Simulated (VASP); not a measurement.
Here is a VASP 6.6.1 calculation.

INCAR

```
  ALGO = Normal
  EDIFF = 1E-6
  ENCUT = 500
  GGA_COMPAT = False
  ISIF = 2
  ISMEAR = 0
  LASPH = True
  LCHARG = False
  LREAL = False
  LWAVE = False
  NBANDS = 16
  NELM = 120
  PREC = Accurate
  SIGMA = 0.15
```

The input KPOINTS:

```
k-points
0
Gamma
  18 18 10
```

POSCAR

```
Ir
1.0
    2.7594000000      0.0000000000      0.0000000000
   -1.3797000000      2.3897104992      0.0000000000
    0.0000000000      0.0000000000      4.5032000000
Ir
2
Direct
    0.6666666667      0.3333333333      0.7500000000
    0.3333333333      0.6666666667      0.2500000000
```

Potentials or basis: VASP PAW LDA potentials, release 64 (Ir).

Run with:

```console
$ cat potpaw_LDA.64/Ir/POTCAR > POTCAR
$ mpirun -np 1 vasp_std > vasp.out
```

Q: Predict the pressure.

A: -20.5 GPa.

Q: What does it give for the band gap on the k mesh?

A: Zero (band 9 reaches 10.50 eV, above the bottom of band 10 at 7.38 eV).

Stress tensor (GPa, compression positive):
```
-19.67   0.00   0.00
  0.00 -19.67   0.00
  0.00   0.00 -22.17
```

Caveat: spin-orbit coupling is left out, which moves the levels of the heavy elements.
